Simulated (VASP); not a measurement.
GaRe2Sb3, 6 atoms in the cell. It takes space group P-6m2 (No. 187, hexagonal). Conventional cell: a = 7.397 Å, b = 7.397 Å, c = 4.783 Å, α = 90.00°, β = 90.00°, γ = 120.00°. Ga (site symmetry -6m2) has 6 Sb at 3.72 Å and 9 Re at 4.27 to 4.89 Å and 2 Ga at 4.78 Å within 4.9 Å. Re (site symmetry -6m2) has 2 Re at 2.39 Å and 3 Sb at 2.55 Å within 3.2 Å. Within 3.2 Å of Re (site symmetry -6m2) lie 2 Re at 2.39 Å. Within 3.5 Å of Sb (site symmetry mm2) lie 3 Re at 2.55 to 3.49 Å and 2 Sb at 2.99 Å. The cell was built from a structure type or drawn by symmetry, and may not be a known phase.

```yaml
Program: VASP 6.6.1
Task: single point
Functional: PBE
Potentials_or_basis: VASP PAW PBE potentials, release 64 (Ga_d, Re, Sb)
Cutoff: 520 eV
k_mesh: 3 × 3 × 4
Occupations: gaussian, width 0.1 eV
Spin: no spin polarisation
Dipole_correction: no
Further_INCAR_settings: ALGO = Normal; EDIFF = 1e-07; NBANDS = 30
```

Potentials or basis: VASP PAW PBE potentials, release 64 (Ga_d, Re, Sb).

The run is started by

```console
$ cat potpaw_PBE.64/Ga_d/POTCAR potpaw_PBE.64/Re/POTCAR potpaw_PBE.64/Sb/POTCAR > POTCAR
$ mpirun -np 1 vasp_std > vasp.out
```

Hardware: 1 thread of Intel(R) Xeon(R) Platinum 8259CL CPU @ 2.50GHz (Skylake/Cascade Lake), on a shared host.

Problem. Estimate the wall time of this run.

Solution. Run time: 95 s on 1 thread of Intel(R) Xeon(R) Platinum 8259CL CPU @ 2.50GHz (Skylake/Cascade Lake), with other jobs on the host, peak memory 0.35 GiB. Counts: scf iterations 18, k points 9.
